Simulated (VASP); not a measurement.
Here is a VASP 6.6.1 calculation.

POSCAR

```
BP
1.0
    0.0000000000      2.2840269280      2.2840269280
    2.2840269280      0.0000000000      2.2840269280
    2.2840269280      2.2840269280      0.0000000000
P B
1 1
Direct
    0.7500000000      0.7500000000      0.7500000000
    0.0000000000      0.0000000000      0.0000000000
```

File INCAR.step1:

```
PREC     = Accurate       # precision mode
ENCUT    = 1000           # plane-wave cutoff, eV
EDIFF    = 1E-5           # SCF threshold, eV
ISMEAR   = -1             # smearing method
SIGMA    = 0.05           # smearing width, eV
LREAL    = F              # projectors in reciprocal space
LASPH    = T              # aspherical terms in the spheres
NELM     = 120            # most SCF steps
ALGO     = Normal         # electronic algorithm
ISIF     = 2              # what is computed and relaxed
LWAVE    = T              # write WAVECAR
LCHARG   = F              # write CHGCAR
NBANDS   = 11             # bands
GGA      = PE             # functional
GGA_COMPAT= F
```

INCAR.step2

```
PREC     = Accurate       # precision mode
ENCUT    = 1000           # plane-wave cutoff, eV
EDIFF    = 1E-6           # SCF threshold, eV
ISMEAR   = -1             # smearing method
SIGMA    = 0.05           # smearing width, eV
LREAL    = F              # projectors in reciprocal space
LASPH    = T              # aspherical terms in the spheres
NELM     = 120            # most SCF steps
ALGO     = Normal         # electronic algorithm
ISIF     = 2              # what is computed and relaxed
LWAVE    = F              # write WAVECAR
LCHARG   = F              # write CHGCAR
GGA      = PE             # functional
LHFCALC  = T              # exact exchange
AEXX     = 1.0            # exact-exchange fraction
ALDAC    = 0.0          
AGGAC    = 0.0          
PRECFOCK = Normal       
NBANDS   = 11             # bands
ISTART   = 1            
GGA_COMPAT= F
```

Contents of KPOINTS:

```
Automatic mesh
0
Gamma
  5 5 5
```

Potentials or basis: VASP PAW PBE potentials, release 64 (P, B_h).

Command:

```console
$ cat potpaw_PBE.64/P/POTCAR potpaw_PBE.64/B_h/POTCAR > POTCAR
$ cp INCAR.step1 INCAR
$ mpirun -np 1 vasp_std > vasp.out
$ cp INCAR.step2 INCAR
$ mpirun -np 1 vasp_std > vasp.out
```

(1) Estimate the pressure.

(2) Predict the band gap on the k mesh.

Results:

(1) 0.1 GPa.

(2) 8.08 eV (least direct gap 10.91 eV).

Caveat: the k points lie up to 0.48 Å⁻¹ apart; the PAW data sets were made with another functional, which shifts forces and pressure a little; an odd mesh through Γ misses points on the zone boundary, where band edges can lie.
